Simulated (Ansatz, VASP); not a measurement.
EuO: VASP beside Ansatz

```
CELL_PARAMETERS angstrom
0.00000 2.52550 2.52550
2.52550 0.00000 2.52550
2.52550 2.52550 0.00000
ATOMIC_POSITIONS crystal
Eu 0.50000 0.50000 0.50000
O 0.00000 0.00000 0.00000
```

Alike in both runs: task single point; functional LDA; k mesh 8 × 8 × 8; occupations gaussian, width 0.05 eV; collinear spin; Hubbard terms Eu f U = 6.0 eV.

|  | VASP | Ansatz |
| --- | --- | --- |
| version | VASP 6.6.1 | Ansatz 0.2.0 |
| potentials or method | VASP PAW PBE potentials, release 64 (Eu, O), cutoff 600 eV | scalar-relativistic, plane waves, PAW |
| valence electrons in the cell | 23 | 23 |

Ansatz gave:

```
gap on the k mesh at the Fermi level (eV)                     : none
pressure (GPa)                                                : -2.0
net moment per atom (μB)                                      : 3.50
size of the moment on the site where the two differ most (μB) : 6.71
```

Estimate VASP's values.

gap on the k mesh at the Fermi level (eV): none; pressure (GPa): -2.4; net moment per atom (μB): 3.50; size of the moment on the site where the two differ most (μB): 6.74.

VASP's potentials were made for PBE, not for LDA. LDA's correlation is that of Perdew and Zunger in VASP and of Perdew and Wang (1992) in Ansatz. Site moments also hang on the region over which each program counts them. The programs project onto different local orbitals, so the same U acts differently, and such runs can settle in different states. A gap of «none» marks a metal or a gap that the smearing closes. Ansatz's warnings: filled band counts differ across k points.

Neither program's run includes spin-orbit coupling.
